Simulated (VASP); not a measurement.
# ZnS (F-43m) in VASP: notebook, part 2 of 2

VASP 6.6.1.

### Step 4. Vibrations by perturbation theory, PBEsol

This run uses another cell than the first one, of 15.69 Å³/atom, 0.889 times its volume.

Contents of INCAR:

```
SYSTEM = ZnS
  PREC = Accurate
  ENCUT = 520
  EDIFF = 1E-8
  ISMEAR = 0
  SIGMA = 0.01
  LREAL = .False.
  LASPH = .True.
  NELM = 80
  ALGO = Normal
  ISIF = 2
  LWAVE = .False.
  LCHARG = .False.
  GGA = PS
  NBANDS = 16
  IBRION = 8
  NSW = 1
  LEPSILON = .True.
```

Contents of KPOINTS:

```
Automatic mesh
0
Gamma
  10 10 10
  0 0 0
```

Contents of POSCAR:

```
ZnS
1.0
    0.0000000000      2.5036911272      2.5036911272
    2.5036911272      0.0000000000      2.5036911272
    2.5036911272      2.5036911272      0.0000000000
Zn S
1 1
Direct
    0.0000000000      0.0000000000      0.0000000000
    0.7500000000      0.7500000000      0.7500000000
```

Potentials or basis: VASP PAW PBE potentials, release 64 (Zn, S).

Started as:

```
cat potpaw_PBE.64/Zn/POTCAR potpaw_PBE.64/S/POTCAR > POTCAR
mpirun -np 1 vasp_std > vasp.out
```

OUTCAR:

```text
SYSTEM = ZnS
   PREC = Accurate
   ENCUT = 520
   EDIFF = 1E-8
   ISMEAR = 0
   LREAL = .False.
   LASPH = .True.
   NELM = 80
   ISIF = 2
   GGA = PS
   IBRION = 8
   NSW = 1
   LEPSILON = .True.

 ion  position               nearest neighbor table
   1  0.000  0.000  0.000-   2 2.17   2 2.17   2 2.17   2 2.17
   2  0.750  0.750  0.750-   1 2.17   1 2.17   1 2.17   1 2.17

  LATTYP: Found a face centered cubic cell.
 ALAT       =     5.0073822544

  Lattice vectors:

 A1 = (   0.0000000000,   2.5036911272,   2.5036911272)
 A2 = (   2.5036911272,   0.0000000000,   2.5036911272)
 A3 = (   2.5036911272,   2.5036911272,   0.0000000000)

Analysis of symmetry for initial positions (statically):
=====================================================================
 Subroutine PRICEL returns:
 Original cell was already a primitive cell.

 Routine SETGRP: Setting up the symmetry group for a
 face centered cubic supercell.

 Subroutine GETGRP returns: Found 24 space group operations
 (whereof 24 operations were pure point group operations)
 out of a pool of 48 trial point group operations.

The static configuration has the point symmetry T_d .

Analysis of symmetry for dynamics (positions and initial velocities):
=====================================================================
 Subroutine PRICEL returns:
 Original cell was already a primitive cell.

 Routine SETGRP: Setting up the symmetry group for a
 face centered cubic supercell.
[... 715 lines left out ...]

 PIEZOELECTRIC TENSOR (including local field effects)  for field in x, y, z        (C/m^2)
          XX          YY          ZZ          XY          YZ          ZX
  --------------------------------------------------------------------------------
  x    -0.00000     0.00000     0.00000     0.00000     0.58190     0.00000
  y    -0.00000     0.00000     0.00000     0.00000     0.00000     0.58190
  z    -0.00000     0.00000     0.00000     0.58190     0.00000     0.00000

 BORN EFFECTIVE CHARGES (including local field effects) (in |e|, cummulative output)
 ---------------------------------------------------------------------------------
 ion    1
    1     1.67435     0.00000    -0.00000
    2    -0.00000     1.67435     0.00000
    3    -0.00000     0.00000     1.67435
 ion    2
    1    -1.67435    -0.00000     0.00000
    2     0.00000    -1.67435     0.00000
    3     0.00000    -0.00000    -1.67435

 INTERNAL STRAIN TENSOR FOR ION    2 for displacements in x,y,z  (eV/Angst):
          X           Y           Z          XY          YZ          ZX
  --------------------------------------------------------------------------------
  x     0.00000     0.00000     0.00000     0.00000    15.81515     0.00000
  y     0.00000     0.00000     0.00000     0.00000     0.00000    15.81515
  z     0.00000     0.00000     0.00000    15.81515     0.00000     0.00000

 SECOND DERIVATIVES (NOT SYMMETRIZED)
 ------------------------------------
               1X          1Y          1Z          2X          2Y          2Z
  1X   -11.958051    0.000000    0.000000   11.958051    0.000000    0.000000
  1Y     0.000000  -11.958051    0.000000    0.000000   11.958051    0.000000
  1Z     0.000000    0.000000  -11.958051    0.000000    0.000000   11.958051
  2X    11.903196    0.000000    0.000000  -11.903196    0.000000    0.000000
  2Y     0.000000   11.903196    0.000000    0.000000  -11.903196    0.000000
  2Z     0.000000    0.000000   11.903196    0.000000    0.000000  -11.903196

 Eigenvectors and eigenvalues of the dynamical matrix
 ----------------------------------------------------

   1 f  =   11.636919 THz    73.116920 2PiTHz  388.165842 cm-1    48.126409 meV
             X         Y         Z           dx          dy          dz
      0.000000  0.000000  0.000000     0.000000    0.574497    0.000000
      3.755537  3.755537  3.755537     0.000000   -0.818507    0.000000
[... 21 lines left out ...]
   6 f/i=    0.012580 THz     0.079041 2PiTHz    0.419615 cm-1     0.052026 meV
             X         Y         Z           dx          dy          dz
      0.000000  0.000000  0.000000     0.000000    0.000000    0.818507
      3.755537  3.755537  3.755537     0.000000    0.000000    0.574497

--------------------------------------------------------------------------------------------------------

 MACROSCOPIC STATIC DIELECTRIC TENSOR IONIC CONTRIBUTION
 ------------------------------------------------------
           1.354641    -0.000000    -0.000000
          -0.000000     1.354641     0.000000
          -0.000000     0.000000     1.354641
 ------------------------------------------------------

 ELASTIC MODULI CONTR FROM IONIC RELAXATION (kBar)
 Direction    XX          YY          ZZ          XY          YZ          ZX
 --------------------------------------------------------------------------------
 XX           0.0000      0.0000      0.0000      0.0000      0.0000      0.0000
 YY           0.0000      0.0000      0.0000      0.0000      0.0000      0.0000
 ZZ           0.0000      0.0000      0.0000      0.0000      0.0000      0.0000
 XY           0.0000      0.0000      0.0000  -1069.2995      0.0000      0.0000
 YZ           0.0000      0.0000      0.0000      0.0000  -1069.2995      0.0000
 ZX           0.0000      0.0000      0.0000      0.0000      0.0000  -1069.2995
 --------------------------------------------------------------------------------

 PIEZOELECTRIC TENSOR IONIC CONTR  for field in x, y, z        (C/m^2)
          XX          YY          ZZ          XY          YZ          ZX
  --------------------------------------------------------------------------------
  x     0.00000     0.00000     0.00000     0.00000    -1.13249    -0.00000
  y     0.00000     0.00000     0.00000     0.00000     0.00000    -1.13249
  z     0.00000     0.00000     0.00000    -1.13249     0.00000    -0.00000
```

Run time: 8.9 min. Hardware: 1 thread of Intel Xeon Platinum 8488C (Sapphire Rapids), shared host; peak memory 0.34 GiB.

Results:

* Electronic dielectric tensor (diagonal): 6.20
* Born charges (mean of the diagonal): Zn +1.67; S -1.67 e
* Highest phonon frequency at Γ, LO-TO splitting left out: 388 cm⁻¹

Phonon frequencies in cm⁻¹ (negative: imaginary):
| q point | frequencies |
| --- | --- |
| (0.000, 0.000, 0.000) | 0 0 0 388 388 388 |

Electronic dielectric tensor:
```
6.20 0.00 0.00
0.00 6.20 0.00
0.00 0.00 6.20
```

Born effective charge tensors (e):
atom 1, Zn
```
1.67 0.00 0.00
0.00 1.67 0.00
0.00 0.00 1.67
```
atom 2, S
```
-1.67  0.00  0.00
 0.00 -1.67  0.00
 0.00  0.00 -1.67
```

Caveat: the cell wasn't relaxed at this level first, which shifts response properties; the PAW data sets were made with another functional, which shifts forces and pressure a little.
